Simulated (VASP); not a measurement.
# NaCl (Fm-3m) in VASP: single point with r2SCAN

Aim: the single point of NaCl with r2SCAN.

Everything below comes from runs of VASP 6.6.1. Logs are shortened: lines on timing, memory, paths and dates and some standing lists are left out, and cuts for length are marked.

## (1) The cell of the first run

The structure is cubic, space group Fm-3m (No. 225). Conventional cell: a = 5.605 Å, b = 5.605 Å, c = 5.605 Å, α = 90.00°, β = 90.00°, γ = 90.00°. Within 3.7 Å of Na (site symmetry m-3m) lie 6 Cl at 2.80 Å. Within 3.7 Å of Cl (site symmetry m-3m) lie 6 Na at 2.80 Å.

## (2) Single point, r2SCAN

Input file POSCAR:

```
NaCl
1.0
    0.0000000000      2.8027319616      2.8027319616
    2.8027319616      0.0000000000      2.8027319616
    2.8027319616      2.8027319616      0.0000000000
Na Cl
1 1
Direct
    0.0000000000      0.0000000000      0.0000000000
    0.5000000000      0.5000000000      0.5000000000
```

Input file INCAR.step1:

```
ALGO = Normal ; EDIFF = 1E-5
ENCUT = 1250 ; GGA = PE
GGA_COMPAT = False ; ISMEAR = -1
LASPH = True ; LCHARG = False
LREAL = False ; LWAVE = True
NBANDS = 15 ; NELM = 120
PREC = Accurate ; SIGMA = 0.2
```

Input file INCAR.step2:

```
ALGO = Normal ; EDIFF = 1E-6
ENCUT = 1250 ; GGA_COMPAT = False
ISIF = 2 ; ISMEAR = -1
ISTART = 1 ; LASPH = True
LCHARG = False ; LMIXTAU = True
LREAL = False ; LWAVE = False
METAGGA = R2SCAN ; NBANDS = 15
NELM = 120 ; PREC = Accurate
SIGMA = 0.2
```

Input file KPOINTS:

```
k-points
0
Gamma
  6 6 6
```

Potentials or basis: VASP PAW PBE potentials, release 64 (Na_sv, Cl).

Started as:

```bash
$ cat potpaw_PBE.64/Na_sv/POTCAR potpaw_PBE.64/Cl/POTCAR > POTCAR
$ cp INCAR.step1 INCAR
$ mpirun -np 1 vasp_std > vasp.out
$ cp INCAR.step2 INCAR
$ mpirun -np 1 vasp_std > vasp.out
```

OUTCAR:

```text
EDIFF = 1E-6
   ENCUT = 1250
   ISIF = 2
   ISMEAR = -1
   ISTART = 1
   LASPH = True
   LREAL = False
   METAGGA = R2SCAN
   NELM = 120
   PREC = Accurate

 ion  position               nearest neighbor table
   1  0.000  0.000  0.000-
   2  0.500  0.500  0.500-

  LATTYP: Found a face centered cubic cell.
 ALAT       =     5.6054639232

  Lattice vectors:

 A1 = (   0.0000000000,   2.8027319616,   2.8027319616)
 A2 = (   2.8027319616,   0.0000000000,   2.8027319616)
 A3 = (   2.8027319616,   2.8027319616,   0.0000000000)

Analysis of symmetry for initial positions (statically):
=====================================================================
 Subroutine PRICEL returns:
 Original cell was already a primitive cell.

 Routine SETGRP: Setting up the symmetry group for a
 face centered cubic supercell.

 Subroutine GETGRP returns: Found 48 space group operations
 (whereof 48 operations were pure point group operations)
 out of a pool of 48 trial point group operations.

The static configuration has the point symmetry O_h .

Analysis of symmetry for dynamics (positions and initial velocities):
=====================================================================
 Subroutine PRICEL returns:
 Original cell was already a primitive cell.

 Routine SETGRP: Setting up the symmetry group for a
 face centered cubic supercell.

 Subroutine GETGRP returns: Found 48 space group operations
 (whereof 48 operations were pure point group operations)
 out of a pool of 48 trial point group operations.

The dynamic configuration has the point symmetry O_h .

 Subroutine INISYM returns: Found 48 space group operations
 (whereof 48 operations are pure point group operations),
 and found     1 'primitive' translations

----------------------------------------------------------------------------------------

                                     Primitive cell

  volume of cell :      44.0326

  direct lattice vectors                    reciprocal lattice vectors
     0.000000000  2.802731962  2.802731962    -0.178397366  0.178397366  0.178397366
     2.802731962  0.000000000  2.802731962     0.178397366 -0.178397366  0.178397366
     2.802731962  2.802731962  0.000000000     0.178397366  0.178397366 -0.178397366

  length of vectors
     3.963661552  3.963661552  3.963661552     0.308993302  0.308993302  0.308993302

  position of ions in fractional coordinates (direct lattice)
     0.000000000  0.000000000  0.000000000
     0.500000000  0.500000000  0.500000000

  ion indices of the primitive-cell ions
   primitive index   ion index
                 1           1
                 2           2

----------------------------------------------------------------------------------------

 KPOINTS: k-points

Automatic generation of k-mesh.
 Grid dimensions read from file:
 generate k-points for:    6    6    6

 Generating k-lattice:

  Cartesian coordinates                     Fractional coordinates (reciprocal lattice)
    -0.029732894  0.029732894  0.029732894     0.166666667  0.000000000  0.000000000
     0.029732894 -0.029732894  0.029732894     0.000000000  0.166666667  0.000000000
     0.029732894  0.029732894 -0.029732894     0.000000000  0.000000000  0.166666667

  Length of vectors
     0.051498884  0.051498884  0.051498884

  Shift w.r.t. Gamma in fractional coordinates (k-lattice)
     0.000000000  0.000000000  0.000000000

 Subroutine IBZKPT returns following result:
 ===========================================

 Found     16 irreducible k-points:

 Following reciprocal coordinates:
            Coordinates               Weight
  0.000000  0.000000  0.000000      1.000000
  0.166667  0.000000  0.000000      8.000000
  0.333333  0.000000  0.000000      8.000000
  0.500000  0.000000  0.000000      4.000000
  0.166667  0.166667  0.000000      6.000000
  0.333333  0.166667  0.000000     24.000000
[... 8 lines left out ...]
 -0.333333  0.333333  0.166667     24.000000
 -0.333333  0.500000  0.166667     12.000000
   k-points           NKPTS =     16   k-points in BZ     NKDIM =     16   number of bands    NBANDS=     15
   number of dos      NEDOS =    301   number of ions     NIONS =      2
   total plane-waves  NPLWV = 110592
   dimension x,y,z NGX =    48 NGY =   48 NGZ =   48
   dimension x,y,z NGXF=    96 NGYF=   96 NGZF=   96
   ions per type =               1   1
   NGX,Y,Z   is equivalent  to a cutoff of  20.13, 20.13, 20.13 a.u.
   NGXF,Y,Z  is equivalent  to a cutoff of  40.26, 40.26, 40.26 a.u.
 SYSTEM =  unknown system
   PREC   = accura    normal or accurate (medium, high low for compatibility)
   ISTART =      1    job   : 0-new  1-cont  2-samecut
   ICHARG =      0    charge: 1-file 2-atom 10-const
   ISPIN  =      1    spin polarized calculation?
   LNONCOLLINEAR =      F non collinear calculations
   LSORBIT =      F    spin-orbit coupling
   LASPH  =      T    aspherical Exc in radial PAW
   ENCUT  = 1250.0 eV  91.87 Ry    9.59 a.u.  11.43 11.43 11.43*2*pi/ulx,y,z
   NELM   =    120;   NELMIN=  2; NELMDL=  0     # of ELM steps
   EDIFF  = 0.1E-05   stopping-criterion for ELM
   LREAL  =      F    real-space projection
   EDIFFG = 0.1E-04   stopping-criterion for IOM
   NSW    =      0    number of steps for IOM
   IBRION =     -1    ionic relax: 0-MD 1-quasi-New 2-CG
   NFREE  =      0    steps in history (QN), initial steepest desc. (CG)
   ISIF   =      2    stress and relaxation
   ISYM   =      2    0-nonsym 1-usesym 2-fastsym
   POTIM  = 0.5000    time-step for ionic-motion
   TEBEG  =    0.0;   TEEND  =   0.0 temperature during run
   PSTRESS=    0.0 pullay stress
   NELECT =      16.0000    total number of electrons
   NUPDOWN=      -1.0000    fix difference up-down
   EMIN   =  10.00;   EMAX   =-10.00  energy-range for DOS
   EFERMI =   0.00;   METHOD = LEGACY
   ISMEAR =    -1;   SIGMA  =   0.20  broadening in eV -4-tet -1-fermi 0-gaus
   EFERMI_NEDOS =   21; number of points for ismear=-14 and -15
   IALGO  =     38    algorithm
   IMIX   =      4    mixing-type and parameters
     AMIX     =   0.40;   BMIX     =  1.00
     AMIX_MAG =   1.60;   BMIX_MAG =  1.00
  volume/ion in A,a.u.               =      22.02       148.57
  Fermi-wavevector in a.u.,A,eV,Ry     =   1.168216  2.207609 18.568270  1.364729
  Thomas-Fermi vector in A             =   2.304706
   LORBIT       =      0    0 simple, 1 ext, 2 COOP (PROOUT), +10 PAW based schemes
   METAGGA = R2SCAN    functional components
   LHFCALC =     F    Hartree Fock is set to
   AEXX    =    0.0000 exact exchange contribution
   IVDW    =     0    specifies the selected vdW correction
   LEPSILON=     F    determine dielectric tensor
   LRPA    =     F    only Hartree local field effects (RPA)
 non-spin polarized calculation
  energy-cutoff  :     1250.00
  volume of cell :       44.03
 maximum number of plane-waves:      4477
 NGX is ok and might be reduce to    48
   NGX = 23   NGY = 23   NGZ = 23

 number of electron      15.9999999 magnetization

 Free energy of the ion-electron system (eV)
  ---------------------------------------------------
  ext. energy  EPLUGINS =         0.00000000
  ---------------------------------------------------
  free energy    TOTEN  =       -13.77142436 eV

  energy without entropy =      -13.77142419  energy(sigma->0) =      -13.77142427

 E-fermi :   2.5584     XC(G=0):  -8.5959

 val. band max:       -0.8325718585   @ k =   0.0000   0.0000   0.0000
 cond. band min:       5.1417403803   @ k =   0.0000   0.0000   0.0000
 fundamental gap:      5.9743122388
 Fermi energy:         2.5583814268

 k-point     1 :       0.0000    0.0000    0.0000
  band No.  band energies     occupation
      1     -51.8741      2.00000
      2     -22.2897      2.00000
      3     -22.2897      2.00000
      4     -22.2897      2.00000
      5     -14.0962      2.00000
      6      -0.8326      2.00000
      7      -0.8326      2.00000
      8      -0.8326      2.00000
      9       5.1417      0.00000
     10      11.0193      0.00000
     11      11.0193      0.00000
     12      11.0193      0.00000
     13      13.3413      0.00000
     14      13.3413      0.00000
     15      14.8612      0.00000

 k-point     2 :       0.1667    0.0000    0.0000
  band No.  band energies     occupation
      1     -51.8739      2.00000
      2     -22.2975      2.00000
      3     -22.2902      2.00000
      4     -22.2902      2.00000
      5     -14.0103      2.00000
      6      -1.4375      2.00000
      7      -0.9061      2.00000
      8      -0.9061      2.00000
      9       5.9593      0.00000
     10      10.2172      0.00000
     11      11.3317      0.00000
     12      11.3317      0.00000
     13      13.0329      0.00000
     14      13.0329      0.00000
     15      16.2199      0.00000

 k-point     3 :       0.3333    0.0000    0.0000
  band No.  band energies     occupation
      1     -51.8735      2.00000
      2     -22.3130      2.00000
      3     -22.2912      2.00000
      4     -22.2912      2.00000
      5     -13.8308      2.00000
      6      -2.4009      2.00000
      7      -1.0466      2.00000
      8      -1.0466      2.00000
      9       7.0067      0.00000
     10      10.1615      0.00000
     11      11.1980      0.00000
     12      11.1980      0.00000
     13      14.1440      0.00000
     14      14.1440      0.00000
     15      15.6534      0.00000
[... 199 lines left out ...]
 k-point    15 :      -0.3333    0.3333    0.1667
  band No.  band energies     occupation
      1     -51.8731      2.00000
      2     -22.3104      2.00000
      3     -22.3008      2.00000
      4     -22.2959      2.00000
      5     -13.6849      2.00000
      6      -2.3536      2.00000
      7      -1.8589      2.00000
      8      -1.3884      2.00000
      9       8.8353      0.00000
     10       9.2953      0.00000
     11       9.9512      0.00000
     12      12.0019      0.00000
     13      14.4008      0.00000
     14      15.9846      0.00000
     15      16.8618      0.00000

 k-point    16 :      -0.3333    0.5000    0.1667
  band No.  band energies     occupation
      1     -51.8731      2.00000
      2     -22.3069      2.00000
      3     -22.3009      2.00000
      4     -22.2997      2.00000
      5     -13.6717      2.00000
      6      -2.3312      2.00000
      7      -1.7849      2.00000
      8      -1.5722      2.00000
      9       8.5145      0.00000
     10       8.7158      0.00000
     11      10.5409      0.00000
     12      12.2705      0.00000
     13      15.6241      0.00000
     14      16.5377      0.00000
     15      16.6154      0.00000

------------------------ aborting loop because EDIFF is reached ----------------------------------------

  FORCE on cell =-STRESS in cart. coord.  units (eV):
  Direction    XX          YY          ZZ          XY          YZ          ZX
  --------------------------------------------------------------------------------------
  -------------------------------------------------------------------------------------
  Total       -0.0071076     -0.0071076     -0.0071076      0.0000000      0.0000000      0.0000000
  in kB       -0.2586196     -0.2586196     -0.2586196      0.0000000      0.0000000      0.0000000
  external PRESSURE =      -0.2586196 kB  Pullay stress =       0.0000000 kB

 VOLUME and BASIS-vectors are now :
 -----------------------------------------------------------------------------
  energy-cutoff  :     1250.00
  volume of cell :       44.03
      direct lattice vectors                 reciprocal lattice vectors
     0.000000000  2.802731962  2.802731962    -0.178397366  0.178397366  0.178397366
     2.802731962  0.000000000  2.802731962     0.178397366 -0.178397366  0.178397366
     2.802731962  2.802731962  0.000000000     0.178397366  0.178397366 -0.178397366

 POSITION                                       TOTAL-FORCE (eV/Angst)
 -----------------------------------------------------------------------------------
      0.00000      0.00000      0.00000         0.000000      0.000000     -0.000000
      2.80273      2.80273      2.80273        -0.000000      0.000000      0.000000
 -----------------------------------------------------------------------------------
    total drift:                               -0.000000     -0.000000     -0.000000

  FREE ENERGIE OF THE ION-ELECTRON SYSTEM (eV)
  ---------------------------------------------------
  free  energy   TOTEN  =       -13.7714243642 eV

  energy  without entropy=      -13.7714241856  energy(sigma->0) =      -13.77142427
```

It took 2.1 min on 1 thread of Intel Xeon Platinum 8375C at 2.90GHz (Ice Lake), shared host; peak memory 0.36 GiB.

Results:

- Free energy: -13.7714 eV
- Pressure: 0.0 GPa
- Band gap on the k mesh: 5.97 eV

Levels at points of the mesh, in eV from the valence-band top:
| k point | band 4 | band 5 | band 6 | band 7 | band 8 | band 9 | band 10 | band 11 | band 12 | band 13 |
| --- | --- | --- | --- | --- | --- | --- | --- | --- | --- | --- |
| (0.00, 0.00, 0.00) | -21.46 | -13.26 | 0.00 | 0.00 | 0.00 | 5.97 | 11.85 | 11.85 | 11.85 | 14.17 |
| (0.50, 0.00, 0.00) | -21.46 | -12.90 | -1.98 | -0.28 | -0.28 | 7.97 | 11.77 | 11.80 | 11.80 | 16.18 |
| (0.50, 0.50, 0.00) | -21.47 | -12.85 | -1.73 | -0.63 | -0.63 | 8.46 | 8.65 | 12.34 | 16.07 | 16.07 |

Caveat: the PAW data sets were made with another functional, which shifts forces and pressure a little.
